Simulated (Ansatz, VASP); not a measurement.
# Ga: VASP beside Ansatz

INCAR

```
SYSTEM = Ga
AGGAC    = 1.0          
AGGAX    = 1.0          
ALDAC    = 0.0          
ALDAX    = 1.0          
ALGO     = Normal         ! electronic algorithm
EDIFF    = 1E-6           ! SCF threshold, eV
EDIFFG   = -0.01          ! ionic threshold
ENCUT    = 600            ! plane-wave cutoff, eV
GGA      = B5             ! functional
IBRION   = 2              ! ionic algorithm
ISIF     = 3              ! what is computed and relaxed
ISMEAR   = -1             ! smearing method
LASPH    = .True.         ! aspherical terms in the spheres
LCHARG   = .False.        ! write CHGCAR
LREAL    = .False.        ! projectors in reciprocal space
LWAVE    = .False.        ! write WAVECAR
NELM     = 80             ! most SCF steps
NSW      = 60             ! ionic steps
PREC     = Accurate       ! precision mode
SIGMA    = 0.05           ! smearing width, eV
```

KPOINTS

```
k-points
0
Gamma
  13 13 13
  0 0 0
```

Contents of POSCAR:

```
Ga
1.0
   -1.3843987196      1.3843987196      2.3112238365
    1.3843987196     -1.3843987196      2.3112238365
    1.3843987196      1.3843987196     -2.3112238365
Ga
1
Direct
    0.0000000000      0.0000000000      0.0000000000
```

File input.yaml:

```yaml
crystal:
  lattice:
    - [-1.3843987196, 1.3843987196, 2.3112238365]
    - [1.3843987196, -1.3843987196, 2.3112238365]
    - [1.3843987196, 1.3843987196, -2.3112238365]
  atoms:
    - { symbol: Ga, position: [0.0, 0.0, 0.0] }
hamiltonian:
  xc: blyp
  pseudopotentials: { kind: paw }
kpoints:
  mp_grid: { grid: [13, 13, 13] }
scf:
  occupations: { method: fermi_dirac, width: 0.05 }
output:
  forces: true
  stress: true
  eigenvalues: true
relax:
  f_tol: 0.01
  max_steps: 40
  cell: { stress_tol: 0.05 }
```

Alike in both runs: task relaxation of cell and atoms; functional BLYP; k mesh 13 × 13 × 13; occupations fermi-dirac, width 0.05 eV; no spin polarisation.

```csv
,VASP,Ansatz
version,VASP 6.6.1,Ansatz 0.2.0
potentials or method,"VASP PAW PBE potentials, release 64 (Ga_d)",Ansatz PAW
plane-wave cutoff (eV),600,420
valence electrons in the cell,13,13
```

|  | VASP | Ansatz | Ansatz less VASP |
| --- | --- | --- | --- |
| gap on the k mesh at the Fermi level, each at its own relaxed structure (eV) | none | none | - |
| relaxed volume (Å³/atom) | 21.60 | 21.59 | -0.014 |
| relaxed cell length with the largest relative difference (Å) | 3.182 | 3.184 | +0.0012 |

VASP's potentials were made for PBE, not for BLYP. A gap of «none» marks a metal or a gap that the smearing closes.

Noted on VASP's run: the volume moved by over 15 % at a fixed basis, so the end points are rough. Noted on Ansatz's run: the volume moved by over 15 % at a fixed basis, so the end points are rough; the plane-wave basis is chosen anew once the cell has moved, so the energies of steps on either side of that aren't comparable.
